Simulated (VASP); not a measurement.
A run of VASP 6.6.1:

File INCAR:

```
SYSTEM = KLa
ALGO     = Normal         ! electronic algorithm
EDIFF    = 1E-8           ! SCF threshold, eV
ENCUT    = 520            ! plane-wave cutoff, eV
GGA      = PE             ! functional
ISIF     = 2              ! what is computed and relaxed
ISMEAR   = -1             ! smearing method
LASPH    = .TRUE.         ! aspherical terms in the spheres
LCHARG   = .FALSE.        ! write CHGCAR
LEFG     = .TRUE.       
LREAL    = .FALSE.        ! projectors in reciprocal space
LWAVE    = .FALSE.        ! write WAVECAR
NBANDS   = 17             ! bands
NELM     = 80             ! most SCF steps
PREC     = Accurate       ! precision mode
SIGMA    = 0.05           ! smearing width, eV
```

File KPOINTS:

```
k-points
0
G
  11 11 11
  0 0 0
```

Contents of POSCAR:

```
KLa
1.0
    1.8935674168     -1.0932516578      7.4291209337
    0.0000000000      2.1865033157      7.4291209337
   -1.8935674168     -1.0932516578      7.4291209337
K La
1 1
Direct
    0.0000000000      0.0000000000      0.0000000000
    0.5000000000      0.5000000000      0.5000000000
```

Potentials or basis: VASP PAW PBE potentials, release 64 (K_sv, La).

Command:

```bash
$ cat potpaw_PBE.64/K_sv/POTCAR potpaw_PBE.64/La/POTCAR > POTCAR
$ mpirun -np 1 vasp_std > vasp.out
```

Hardware: 1 thread of Intel(R) Xeon(R) Platinum 8559C (Emerald Rapids) (shared host).

Task: Estimate the wall time of this run.

Result: It took 12 min on 1 thread of Intel(R) Xeon(R) Platinum 8559C (Emerald Rapids), on a shared host, peak memory 0.67 GiB. Counts: scf iterations 17, k points 146.
